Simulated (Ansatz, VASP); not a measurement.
## Two plane-wave programs on Te2Mo

Contents of INCAR:

```
PREC = Accurate
ENCUT = 520
EDIFF = 1E-7
ISMEAR = 0
SIGMA = 0.05
LREAL = False
LASPH = True
NELM = 80
ALGO = Normal
ISIF = 2
LWAVE = False
LCHARG = False
LDIPOL = True
IDIPOL = 3
DIPOL = 0.5 0.5 0.398
GGA = PE
IVDW = 12
NBANDS = 35
```

KPOINTS

```
regular mesh
0
Gamma
  9 9 1
```

File POSCAR:

```
Te2Mo
1.0
    3.5038817216      0.0000000000      0.0000000000
   -1.7519408608      3.0344505828      0.0000000000
    0.0000000000      0.0000000000     24.7677194079
Te Mo
4 2
Direct
    0.3333333333      0.6666666667      0.1816881048
    0.3333333333      0.6666666667      0.3284056788
    0.3333333333      1.0000000000      0.4668923898
    0.3333333333      1.0000000000      0.6136099637
    0.6666666667      0.3333333333      0.2550468918
    0.0000000000      1.3333333333      0.5402511768
```

Input for Ansatz:

```yaml
crystal:
  lattice:
    - [3.5038817216, 0.0, 0.0]
    - [-1.7519408608, 3.0344505828, 0.0]
    - [0.0, 0.0, 24.7677194079]
  atoms:
    - { symbol: Te, position: [0.3333333333, 0.6666666667, 0.1816881048] }
    - { symbol: Mo, position: [0.6666666667, 0.3333333333, 0.2550468918] }
    - { symbol: Te, position: [0.3333333333, 0.6666666667, 0.3284056788] }
    - { symbol: Te, position: [0.3333333333, 1.0, 0.4668923898] }
    - { symbol: Mo, position: [0.0, 1.3333333333, 0.5402511768] }
    - { symbol: Te, position: [0.3333333333, 1.0, 0.6136099637] }
basis:
  ecutwfc: 420
kpoints:
  mp_grid: { grid: [9, 9, 1] }
hamiltonian:
  xc: pbe
  pseudopotentials: { kind: paw, azcp: { folder: soft_1 } }
  dispersion: d3bj
scf:
  occupations: { method: gaussian, width: 0.05 }
output:
  forces: true
  eigenvalues: true
efield:
  axis: 3
  dipole_correction: true
  ramp_width: 0.04
```

Alike in both runs: task single point; functional PBE; dispersion D3(BJ); k mesh 9 × 9 × 1; occupations gaussian, width 0.05 eV; no spin polarisation.

|  | VASP | Ansatz |
| --- | --- | --- |
| version | VASP 6.6.1 | Ansatz 0.2.0 |
| potentials or method | VASP PAW PBE potentials, release 64 (Te, Mo_sv), cutoff 520 eV | scalar-relativistic, plane waves, PAW |
| valence electrons in the cell | 52 | 92 |

|  | VASP | Ansatz | Ansatz less VASP |
| --- | --- | --- | --- |
| gap on the k mesh at the Fermi level (eV) | 1.06 | 1.06 | +0.002 |
| least direct gap on the mesh (eV) | 1.15 | 1.15 | 0.000 |
| rms of the force components (eV/Å) | 0.056 | 0.059 | +0.0035 |

VASP's potentials hold 52 valence electrons a cell and Ansatz's 92, so a difference there can come from the potentials and not from the codes.

Spin-orbit coupling is off throughout.
